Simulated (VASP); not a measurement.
A run of VASP 6.6.1 is set up as follows.

Contents of INCAR:

```
PREC     = Accurate       # precision mode
ENCUT    = 520            # plane-wave cutoff, eV
EDIFF    = 1E-6           # SCF threshold, eV
ISMEAR   = 0              # smearing method
SIGMA    = 0.05           # smearing width, eV
LREAL    = False          # projectors in reciprocal space
LASPH    = True           # aspherical terms in the spheres
NELM     = 60             # most SCF steps
ALGO     = Normal         # electronic algorithm
ISIF     = 2              # what is computed and relaxed
LWAVE    = False          # write WAVECAR
LCHARG   = False          # write CHGCAR
GGA      = PE             # functional
NBANDS   = 18             # bands
```

Contents of KPOINTS:

```
regular mesh
0
Gamma
  14 14 14
```

POSCAR

```
Lu
1.0
    0.0000000000      2.4362771651      2.4362771651
    2.4362771651      0.0000000000      2.4362771651
    2.4362771651      2.4362771651      0.0000000000
Lu
1
Direct
    0.0000000000      0.0000000000      0.0000000000
```

Potentials or basis: VASP PAW PBE potentials, release 64 (Lu).

Run with:

```bash
$ cat potpaw_PBE.64/Lu/POTCAR > POTCAR
$ mpirun -np 1 vasp_std > vasp.out
```

Question: Estimate the pressure.

Answer: 0.2 GPa.
